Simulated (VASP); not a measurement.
BAs, 2 atoms in the cell. It takes space group I-4m2 (No. 119, tetragonal). The conventional cell has a = 3.383 Å, b = 3.383 Å, c = 4.555 Å, α = 90.00°, β = 90.00°, γ = 90.00°. B (site symmetry -4m2) has 4 As at 2.04 Å within 2.7 Å. Within 2.7 Å of As (site symmetry -4m2) lie 4 B at 2.04 Å.  This cell differs from its parent crystal: uniaxial x strain -4.8%.

- Program: VASP 6.6.1
- Task: single point
- Functional: PBE
- Potentials or basis: VASP PAW PBE potentials, release 64 (B, As)
- Cutoff: 520 eV
- k mesh: 10 × 10 × 10
- Occupations: fermi-dirac, width 0.02 eV
- Spin: no spin polarisation
- Dipole correction: no
- Further INCAR settings: ALGO = Normal; EDIFF = 1e-07; NBANDS = 11

Potentials or basis: VASP PAW PBE potentials, release 64 (B, As).

Command:

```sh
$ cat potpaw_PBE.64/B/POTCAR potpaw_PBE.64/As/POTCAR > POTCAR
$ mpirun -np 1 vasp_std > vasp.out
```

Hardware: 1 thread of Intel Xeon 8259CL (shared host).

Task: How long does it take, and how much memory?

Result: Wall time 65 s on 1 thread of Intel Xeon 8259CL, on a shared host, peak memory 0.18 GiB. Counts: scf iterations 13, k points 102.
